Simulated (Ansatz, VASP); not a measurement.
## One calculation of CaO, two programs

```xyz
2
Lattice="0.0000 2.3429 2.3429 2.3429 0.0000 2.3429 2.3429 2.3429 0.0000" Properties=species:S:1:pos:R:3 pbc="T T T"
Ca    0.0000    0.0000    0.0000
O     2.3429    2.3429    2.3429
```

Change from the starting cell: hydrostatic strain -2.3%.

Alike in both runs: task single point; functional PBE; k mesh 10 × 10 × 10; occupations fermi-dirac, width 0.02 eV; no spin polarisation.

|  | VASP | Ansatz |
| --- | --- | --- |
| version | VASP 6.6.1 | Ansatz 0.2.0 |
| potentials or method | VASP PAW PBE potentials, release 64 (Ca_sv, O) | plane waves, PAW |
| plane-wave cutoff (eV) | 520 | 420 |
| valence electrons in the cell | 16 | 16 |

```csv
,VASP,Ansatz,Ansatz less VASP
gap on the k mesh at the Fermi level (eV),3.60,3.62,+0.024
pressure (GPa),12.6,11.8,-0.84
```
